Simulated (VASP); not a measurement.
A run of VASP 6.6.1:

Contents of INCAR:

```
PREC = Accurate ; ENCUT = 520
EDIFF = 1E-6 ; ISMEAR = 0
SIGMA = 0.1 ; LREAL = F
LASPH = T ; NELM = 80
ALGO = Fast ; ISIF = 2
LWAVE = F ; LCHARG = T
GGA = PS ; LELF = T
LVHAR = T ; NBANDS = 16
```

The input KPOINTS:

```
regular mesh
0
Gamma
  10 10 10
```

POSCAR

```
K
1.0
    5.4716200000      0.0000000000      0.0000000000
    0.0000000000      5.4716200000      0.0000000000
    0.0000000000      0.0000000000      5.0946280000
K
2
Direct
    0.0000000000      0.0000000000      0.0000000000
    0.5000000000      0.5000000000      0.5000000000
```

Potentials or basis: VASP PAW PBE potentials, release 64 (K_sv).

The run is started by

```console
$ cat potpaw_PBE.64/K_sv/POTCAR > POTCAR
$ mpirun -np 1 vasp_std > vasp.out
```

Hardware: 1 thread of Oxide Virtual Turin-like Processor (shared host).

Q: How long does it take, and how much memory?

A: Run time: 3.9 min on 1 thread of Oxide Virtual Turin-like Processor, with other jobs on the host, peak memory 0.38 GiB. Counts: scf iterations 13, k points 126.
